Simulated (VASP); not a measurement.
Input of a VASP 6.6.1 run:

Contents of INCAR:

```
SYSTEM = TiSn2Te3
PREC = Accurate ; ENCUT = 600
EDIFF = 1E-6 ; ISMEAR = 0
SIGMA = 0.1 ; LREAL = .FALSE.
LASPH = .TRUE. ; NELM = 100
ALGO = Normal ; ISIF = 3
LWAVE = .FALSE. ; LCHARG = .FALSE.
GGA = PE ; IBRION = 2
NSW = 90 ; EDIFFG = -0.04
```

The input KPOINTS:

```
Automatic mesh
0
G
  4 4 4
  0 0 0
```

File POSCAR:

```
TiSn2Te3
1.0
    5.4148402019      0.0000000000      0.0000000000
    0.0000000000      5.4148402019      0.0000000000
    0.0000000000      0.0000000000      7.2707396982
Ti Sn Te
1 2 3
Direct
    0.5000000000      0.5000000000      0.5218389813
    0.5000000000      0.0000000000      0.9289951274
    0.0000000000      0.5000000000      0.9289951274
    0.5000000000      0.5000000000      0.1562305329
    0.5000000000      0.0000000000      0.5319502605
    0.0000000000      0.5000000000      0.5319502605
```

Potentials or basis: VASP PAW PBE potentials, release 64 (Ti_sv, Sn_d, Te).

Run with:

```console
$ cat potpaw_PBE.64/Ti_sv/POTCAR potpaw_PBE.64/Sn_d/POTCAR potpaw_PBE.64/Te/POTCAR > POTCAR
$ mpirun -np 1 vasp_std > vasp.out
```

(1) Predict the band gap on the k mesh.

(2) Estimate the space group after relaxing (to 0.1 Å).

(3) What does it give for the relaxed volume?

## Answers

(1) zero (bands 29 and 30 overlap by 0.71 eV).

(2) P4mm (No. 99).

(3) 36.27 Å³/atom.

Caveat: spin-orbit coupling is left out, which moves the levels of the heavy elements.
